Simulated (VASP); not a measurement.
# Sc (P6_3/mmc) in VASP: notebook, part 2 of 3

VASP 6.6.1. Earlier steps stand in the parts before.

**4. Electric field gradients, PBE**

This run uses another cell than the first one, of 24.97 Å³/atom, 1.026 times its volume.

Input file INCAR:

```
SYSTEM = Sc
  ALGO = Normal
  EDIFF = 1E-8
  ENCUT = 520
  GGA = PE
  ISIF = 2
  ISMEAR = -1
  LASPH = .TRUE.
  LCHARG = .FALSE.
  LEFG = .TRUE.
  LREAL = .FALSE.
  LWAVE = .FALSE.
  NBANDS = 18
  NELM = 100
  PREC = Accurate
  SIGMA = 0.03
```

Input file KPOINTS:

```
k-points
0
G
  13 13 7
  0 0 0
```

Input file POSCAR:

```
Sc
1.0
    3.3087978973      0.0000000000      0.0000000000
   -1.6543989486      2.8655030350      0.0000000000
    0.0000000000      0.0000000000      5.2680000000
Sc
2
Direct
    0.3333333333      0.6666666667      0.2500000000
    0.6666666667      0.3333333333      0.7500000000
```

Potentials or basis: VASP PAW PBE potentials, release 64 (Sc_sv).

On the command line:

```
cat potpaw_PBE.64/Sc_sv/POTCAR > POTCAR
mpirun -np 1 vasp_std > vasp.out
```

OUTCAR:

```text
SYSTEM = Sc
   EDIFF = 1E-8
   ENCUT = 520
   GGA = PE
   ISIF = 2
   ISMEAR = -1
   LASPH = .TRUE.
   LREAL = .FALSE.
   NELM = 100
   PREC = Accurate

 ion  position               nearest neighbor table
   1  0.333  0.667  0.250-   2 3.25   2 3.25   2 3.25   2 3.25   2 3.25   2 3.25
   2  0.667  0.333  0.750-   1 3.25   1 3.25   1 3.25   1 3.25   1 3.25   1 3.25

  LATTYP: Found a hexagonal cell.
 ALAT       =     3.3087978973
 C/A-ratio  =     1.5921190002

  Lattice vectors:

 A1 = (   3.3087978973,   0.0000000000,   0.0000000000)
 A2 = (  -1.6543989486,   2.8655030350,   0.0000000000)
 A3 = (   0.0000000000,   0.0000000000,   5.2680000000)

Analysis of symmetry for initial positions (statically):
=====================================================================
 Subroutine PRICEL returns:
 Original cell was already a primitive cell.

 Routine SETGRP: Setting up the symmetry group for a
 hexagonal supercell.

 Subroutine GETGRP returns: Found 24 space group operations
 (whereof 12 operations were pure point group operations)
 out of a pool of 24 trial point group operations.

The static configuration has the point symmetry D_3d.
 The point group associated with its full space group is D_6h.

Analysis of symmetry for dynamics (positions and initial velocities):
=====================================================================
 Subroutine PRICEL returns:
 Original cell was already a primitive cell.

 Routine SETGRP: Setting up the symmetry group for a
 hexagonal supercell.

 Subroutine GETGRP returns: Found 24 space group operations
 (whereof 12 operations were pure point group operations)
 out of a pool of 24 trial point group operations.

The dynamic configuration has the point symmetry D_3d.
 The point group associated with its full space group is D_6h.

 Subroutine INISYM returns: Found 24 space group operations
 (whereof 12 operations are pure point group operations),
 and found     1 'primitive' translations

----------------------------------------------------------------------------------------

                                     Primitive cell

  volume of cell :      49.9479

  direct lattice vectors                    reciprocal lattice vectors
     3.308797897  0.000000000  0.000000000     0.302224563  0.174489433  0.000000000
    -1.654398949  2.865503035  0.000000000     0.000000000  0.348978866  0.000000000
     0.000000000  0.000000000  5.268000000     0.000000000  0.000000000  0.189825361

  length of vectors
     3.308797897  3.308797897  5.268000000     0.348978866  0.348978866  0.189825361

  position of ions in fractional coordinates (direct lattice)
     0.333333333  0.666666667  0.250000000
     0.666666667  0.333333333  0.750000000

  ion indices of the primitive-cell ions
   primitive index   ion index
                 1           1
                 2           2

----------------------------------------------------------------------------------------

[... 70 lines left out ...]
   LREAL  =      F    real-space projection
   EDIFFG = 0.1E-06   stopping-criterion for IOM
   NSW    =      0    number of steps for IOM
   IBRION =     -1    ionic relax: 0-MD 1-quasi-New 2-CG
   NFREE  =      0    steps in history (QN), initial steepest desc. (CG)
   ISIF   =      2    stress and relaxation
   ISYM   =      2    0-nonsym 1-usesym 2-fastsym
   POTIM  = 0.5000    time-step for ionic-motion
   TEBEG  =    0.0;   TEEND  =   0.0 temperature during run
   PSTRESS=    0.0 pullay stress
   NELECT =      22.0000    total number of electrons
   NUPDOWN=      -1.0000    fix difference up-down
   EMIN   =  10.00;   EMAX   =-10.00  energy-range for DOS
   EFERMI =   0.00;   METHOD = LEGACY
   ISMEAR =    -1;   SIGMA  =   0.03  broadening in eV -4-tet -1-fermi 0-gaus
   EFERMI_NEDOS =   21; number of points for ismear=-14 and -15
   IALGO  =     38    algorithm
   IMIX   =      4    mixing-type and parameters
     AMIX     =   0.40;   BMIX     =  1.00
     AMIX_MAG =   1.60;   BMIX_MAG =  1.00
  volume/ion in A,a.u.               =      24.97       168.53
  Fermi-wavevector in a.u.,A,eV,Ry     =   1.245595  2.353833 21.109524  1.551506
  Thomas-Fermi vector in A             =   2.379810
   LORBIT       =      0    0 simple, 1 ext, 2 COOP (PROOUT), +10 PAW based schemes
   GGA     = PE    functional components
   LHFCALC =     F    Hartree Fock is set to
   AEXX    =    0.0000 exact exchange contribution
   IVDW    =     0    specifies the selected vdW correction
   LEPSILON=     F    determine dielectric tensor
   LRPA    =     F    only Hartree local field effects (RPA)
 non-spin polarized calculation
  energy-cutoff  :      520.00
  volume of cell :       49.95
 maximum number of plane-waves:      1363
 NGX is ok and might be reduce to    28
   NGX = 13   NGY = 13   NGZ = 19

 number of electron      22.0000000 magnetization

 Free energy of the ion-electron system (eV)
  ---------------------------------------------------
  ext. energy  EPLUGINS =         0.00000000
  ---------------------------------------------------
  free energy    TOTEN  =       -12.49833099 eV

  energy without entropy =      -12.48466829  energy(sigma->0) =      -12.49149964

 E-fermi :   3.6132     XC(G=0):  -9.8255

 val. band max:        3.6116686888   @ k =   0.3846   0.0769   0.4286
 cond. band min:       3.6232203675   @ k =   0.2308   0.0000   0.2857
 fundamental gap:      0.0115516787
 Fermi energy:         3.6132137709

 k-point     1 :       0.0000    0.0000    0.0000
  band No.  band energies     occupation
      1     -45.8497      2.00000
      2     -45.7881      2.00000
      3     -24.6541      2.00000
      4     -24.3339      2.00000
      5     -24.3339      2.00000
      6     -24.2771      2.00000
[... 481 lines left out ...]
      5     -24.3492      2.00000
      6     -24.3474      2.00000
[... 10 lines left out ...]
     17       6.0128      0.00000
     18       6.0399      0.00000

 [... further k-points ...]
[... 5 lines left out ...]
  --------------------------------------------------------------------------------------
  -------------------------------------------------------------------------------------
  Total       -0.0255081     -0.0255081     -0.5547489     -0.0000000      0.0000000      0.0000000
  in kB       -0.8182222     -0.8182222    -17.7946797     -0.0000000      0.0000000      0.0000000
  external PRESSURE =      -6.4770414 kB  Pullay stress =       0.0000000 kB

 VOLUME and BASIS-vectors are now :
 -----------------------------------------------------------------------------
  energy-cutoff  :      520.00
  volume of cell :       49.95
      direct lattice vectors                 reciprocal lattice vectors
     3.308797897  0.000000000  0.000000000     0.302224563  0.174489433  0.000000000
    -1.654398949  2.865503035  0.000000000     0.000000000  0.348978866  0.000000000
     0.000000000  0.000000000  5.268000000     0.000000000  0.000000000  0.189825361

 POSITION                                       TOTAL-FORCE (eV/Angst)
 -----------------------------------------------------------------------------------
     -0.00000      1.91034      1.31700        -0.000000      0.000000      0.000000
      1.65440      0.95517      3.95100         0.000000     -0.000000      0.000000
 -----------------------------------------------------------------------------------
    total drift:                               -0.000000      0.000000     -0.000000

  FREE ENERGIE OF THE ION-ELECTRON SYSTEM (eV)
  ---------------------------------------------------
  free  energy   TOTEN  =       -12.4983309947 eV

  energy  without entropy=      -12.4846682916  energy(sigma->0) =      -12.49149964

 Electric field gradients (V/A^2)
---------------------------------------------------------------------
 ion       V_xx      V_yy      V_zz      V_xy      V_xz      V_yz
---------------------------------------------------------------------
   1      -4.763    -4.763     9.526     0.000     0.000    -0.000
   2      -4.763    -4.763     9.526     0.000    -0.000     0.000
---------------------------------------------------------------------

 Electric field gradients after diagonalization (V/A^2)
 (convention: |V_zz| > |V_xx| > |V_yy|)
----------------------------------------------------------------------
 ion       V_xx      V_yy      V_zz     asymmetry (V_yy - V_xx)/ V_zz
----------------------------------------------------------------------
   1      -4.763    -4.763     9.526       0.000
   2      -4.763    -4.763     9.526       0.000
----------------------------------------------------------------------

           NMR quadrupolar parameters

 Cq : quadrupolar parameter    Cq=e*Q*V_zz/h
 eta: asymmetry parameters     (V_yy - V_xx)/ V_zz
 Q  : nuclear electric quadrupole moment in mb (millibarn)
----------------------------------------------------------------------
 ion       Cq(MHz)       eta       Q (mb)
----------------------------------------------------------------------
   1       0.023       0.000       1.000
   2       0.023       0.000       1.000
----------------------------------------------------------------------
```

stdout:

```text
POSCAR found type information on POSCAR Sc
 POSCAR found :  1 types and       2 ions
 scaLAPACK will be used
 LDA part: xc-table for (Slater+PW92), standard interpolation
 POSCAR, INCAR and KPOINTS ok, starting setup
 FFT: planning ... GRIDC
 FFT: planning ... GRID_SOFT
 FFT: planning ... GRID
 WAVECAR not read
 entering main loop
ion   1

ion   2
```

Run time: 96 s. Hardware: 1 thread of Intel Xeon 6975P-C, shared host; peak memory 0.21 GiB.

What came out:

* Free energy: -12.4983 eV
* Pressure: -0.6 GPa
* Band gap on the k mesh: zero (band 11 reaches 4.34 eV, above the bottom of band 12 at 3.15 eV)

Stress tensor (GPa, compression positive):
```
-0.08  0.00  0.00
 0.00 -0.08  0.00
 0.00  0.00 -1.78
```

Levels at points of the mesh, in eV from the Fermi level:
| k point | band 9 | band 10 | band 11 | band 12 | band 13 | band 14 |
| --- | --- | --- | --- | --- | --- | --- |
| (0.00, 0.00, 0.00) | -5.12 | -1.66 | 0.42 | 1.58 | 1.58 | 1.70 |

Electric field gradients, principal values (V/Å²):
```
atom   least  middle  greatest (by size)
1 Sc  -4.763  -4.763               9.526
2 Sc  -4.763  -4.763               9.526
```

Caveat: without QUAD_EFG the Cq values of the log hold for a quadrupole moment of 1 mb, not for the nuclei.

**5. Electric field gradients, PBE (volume scaled by 1.025)**

Input file INCAR:

```
PREC = Accurate
ENCUT = 520
EDIFF = 1E-8
ISMEAR = -1
SIGMA = 0.03
LREAL = F
LASPH = T
NELM = 100
ALGO = Normal
ISIF = 2
LWAVE = F
LCHARG = F
GGA = PE
LEFG = T
NBANDS = 18
```

Input file KPOINTS:

```
Automatic mesh
0
Gamma
  13 13 7
```

Input file POSCAR:

```
Sc
1.0
    3.3361445746      0.0000000000      0.0000000000
   -1.6680722872      2.8891859522      0.0000000000
    0.0000000000      0.0000000000      5.3115391645
Sc
2
Direct
    0.3333333333      0.6666666667      0.2500000000
    0.6666666667      0.3333333333      0.7500000000
```

Potentials or basis: VASP PAW PBE potentials, release 64 (Sc_sv).

On the command line:

```
cat potpaw_PBE.64/Sc_sv/POTCAR > POTCAR
mpirun -np 1 vasp_std > vasp.out
```

OUTCAR:

```text
PREC = Accurate
   ENCUT = 520
   EDIFF = 1E-8
   ISMEAR = -1
   LREAL = F
   LASPH = T
   NELM = 100
   ISIF = 2
   GGA = PE

 ion  position               nearest neighbor table
   1  0.333  0.667  0.250-   2 3.28   2 3.28   2 3.28   2 3.28   2 3.28   2 3.28
   2  0.667  0.333  0.750-   1 3.28   1 3.28   1 3.28   1 3.28   1 3.28   1 3.28

  LATTYP: Found a hexagonal cell.
 ALAT       =     3.3361445746
 C/A-ratio  =     1.5921190002

  Lattice vectors:

 A1 = (   3.3361445746,   0.0000000000,   0.0000000000)
 A2 = (  -1.6680722872,   2.8891859522,   0.0000000000)
 A3 = (   0.0000000000,   0.0000000000,   5.3115391645)

Analysis of symmetry for initial positions (statically):
=====================================================================
 Subroutine PRICEL returns:
 Original cell was already a primitive cell.

 Routine SETGRP: Setting up the symmetry group for a
[... 695 lines left out ...]
  energy-cutoff  :      520.00
  volume of cell :       51.20
      direct lattice vectors                 reciprocal lattice vectors
     3.336144575  0.000000000  0.000000000     0.299747201  0.173059127  0.000000000
    -1.668072287  2.889185952  0.000000000     0.000000000  0.346118255  0.000000000
     0.000000000  0.000000000  5.311539165     0.000000000  0.000000000  0.188269345

 POSITION                                       TOTAL-FORCE (eV/Angst)
 -----------------------------------------------------------------------------------
     -0.00000      1.92612      1.32788        -0.000000      0.000000      0.000000
      1.66807      0.96306      3.98365         0.000000     -0.000000      0.000000
 -----------------------------------------------------------------------------------
    total drift:                               -0.000000      0.000000     -0.000000

  FREE ENERGIE OF THE ION-ELECTRON SYSTEM (eV)
  ---------------------------------------------------
  free  energy   TOTEN  =       -12.4888527400 eV

  energy  without entropy=      -12.4748394731  energy(sigma->0) =      -12.48184611

 Electric field gradients (V/A^2)
---------------------------------------------------------------------
 ion       V_xx      V_yy      V_zz      V_xy      V_xz      V_yz
---------------------------------------------------------------------
   1      -4.445    -4.445     8.890     0.001     0.000    -0.000
   2      -4.445    -4.445     8.890     0.001    -0.000     0.000
---------------------------------------------------------------------

 Electric field gradients after diagonalization (V/A^2)
 (convention: |V_zz| > |V_xx| > |V_yy|)
----------------------------------------------------------------------
 ion       V_xx      V_yy      V_zz     asymmetry (V_yy - V_xx)/ V_zz
----------------------------------------------------------------------
   1      -4.446    -4.444     8.890       0.000
   2      -4.446    -4.444     8.890       0.000
----------------------------------------------------------------------

           NMR quadrupolar parameters

 Cq : quadrupolar parameter    Cq=e*Q*V_zz/h
 eta: asymmetry parameters     (V_yy - V_xx)/ V_zz
 Q  : nuclear electric quadrupole moment in mb (millibarn)
----------------------------------------------------------------------
 ion       Cq(MHz)       eta       Q (mb)
----------------------------------------------------------------------
   1       0.021       0.000       1.000
   2       0.021       0.000       1.000
----------------------------------------------------------------------
```

OSZICAR:

```text
N       E                     dE             d eps       ncg     rms          rms(c)
DAV:   1     0.359519011908E+03    0.35952E+03   -0.10950E+04  3032   0.128E+03
DAV:   2     0.577855585798E+01   -0.35374E+03   -0.34712E+03  3728   0.543E+02
DAV:   3    -0.135704677419E+02   -0.19349E+02   -0.18635E+02  4966   0.153E+02
DAV:   4    -0.139522088700E+02   -0.38174E+00   -0.37852E+00  4460   0.198E+01
DAV:   5    -0.139580275000E+02   -0.58186E-02   -0.58163E-02  5262   0.255E+00    0.737E+00
DAV:   6    -0.126573687887E+02    0.13007E+01   -0.30163E+00  3996   0.189E+01    0.218E+00
DAV:   7    -0.125006964921E+02    0.15667E+00   -0.73469E-01  4088   0.840E+00    0.901E-01
DAV:   8    -0.124910061229E+02    0.96904E-02   -0.38806E-02  4014   0.246E+00    0.284E-01
DAV:   9    -0.124888324137E+02    0.21737E-02   -0.11666E-02  4106   0.110E+00    0.212E-02
DAV:  10    -0.124888571531E+02   -0.24739E-04   -0.15491E-04  4714   0.167E-01    0.106E-02
DAV:  11    -0.124888499037E+02    0.72494E-05   -0.71835E-06  4826   0.295E-02    0.273E-03
DAV:  12    -0.124888528612E+02   -0.29575E-05   -0.48187E-07  4676   0.633E-03    0.880E-04
DAV:  13    -0.124888526870E+02    0.17422E-06   -0.25831E-08  3286   0.189E-03    0.107E-04
DAV:  14    -0.124888526970E+02   -0.10057E-07   -0.25656E-09  2226   0.108E-03    0.464E-05
DAV:  15    -0.124888527232E+02   -0.26136E-07   -0.10613E-09  2106   0.533E-04    0.318E-05
DAV:  16    -0.124888527340E+02   -0.10835E-07   -0.53042E-10  2052   0.501E-04    0.207E-05
DAV:  17    -0.124888527400E+02   -0.59572E-08   -0.25245E-10  2024   0.322E-04
   1 F= -.12488853E+02 E0= -.12481846E+02  d E =-.140133E-01
```

stdout:

```text
POSCAR found type information on POSCAR Sc
 POSCAR found :  1 types and       2 ions
 scaLAPACK will be used
 LDA part: xc-table for (Slater+PW92), standard interpolation
 POSCAR, INCAR and KPOINTS ok, starting setup
 FFT: planning ... GRIDC
 FFT: planning ... GRID_SOFT
 FFT: planning ... GRID
 WAVECAR not read
 entering main loop
ion   1

ion   2
```

It took 90 s on 1 thread of Intel Xeon 6975P-C, shared host; peak memory 0.22 GiB.

What came out:

- Free energy: -12.4889 eV
- Pressure: -1.9 GPa
- Band gap on the k mesh: zero (band 11 reaches 4.18 eV, above the bottom of band 12 at 3.03 eV)

Levels at points of the mesh, in eV from the Fermi level:
| k point | band 9 | band 10 | band 11 | band 12 | band 13 | band 14 |
| --- | --- | --- | --- | --- | --- | --- |
| (0.00, 0.00, 0.00) | -5.07 | -1.63 | 0.38 | 1.55 | 1.55 | 1.67 |

Electric field gradients, principal values (V/Å²):
```csv
atom,least,middle,greatest (by size)
1 Sc,-4.444,-4.446,8.890
2 Sc,-4.444,-4.446,8.890
```

Caveat: the cell differs from its parent crystal (volume scaled by 1.025); without QUAD_EFG the Cq values of the log hold for a quadrupole moment of 1 mb, not for the nuclei.

[end of part 2 of 3]
